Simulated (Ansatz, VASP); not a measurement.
# KBr in VASP and in Ansatz

```
CELL_PARAMETERS angstrom
3.92576 0.00000 0.00000
0.00000 3.92576 0.00000
0.00000 0.00000 7.85152
ATOMIC_POSITIONS crystal
K 0.00000 0.00000 0.00000
K 0.00000 0.00000 0.50000
Br 0.41274 0.50000 0.25000
Br 0.58726 0.50000 0.75000
```

Change from the starting cell: mode 4 frozen in at -0.334 Å, equal normal strain along x, y and z +0.0250.

Alike in both runs: task single point; functional LDA; k mesh 6 × 6 × 4; occupations gaussian, width 0.05 eV; no spin polarisation.

|  | VASP | Ansatz |
| --- | --- | --- |
| version | VASP 6.6.1 | Ansatz 0.2.0 |
| potentials or method | VASP PAW LDA potentials, release 64 (K_sv, Br), cutoff 520 eV | scalar-relativistic, plane waves, PAW |
| valence electrons in the cell | 32 | 32 |

VASP gave:

```
gap on the k mesh at the Fermi level (eV)                     : 3.79
least direct gap on the mesh (eV)                             : 4.00
pressure (GPa)                                                : -0.7
traceless stress, the component that is largest in VASP (GPa) : 0.16
rms of the force components (eV/Å)                            : 0.090
```

Question: Which values does Ansatz return?

Answer: gap on the k mesh at the Fermi level (eV): 3.78; least direct gap on the mesh (eV): 3.99; pressure (GPa): -0.8; traceless stress, the component that is largest in VASP (GPa): 0.15; rms of the force components (eV/Å): 0.086.

LDA's correlation is that of Perdew and Zunger in VASP and of Perdew and Wang (1992) in Ansatz. Atom by atom the forces differ by 0.004 eV/Å (rms over components).
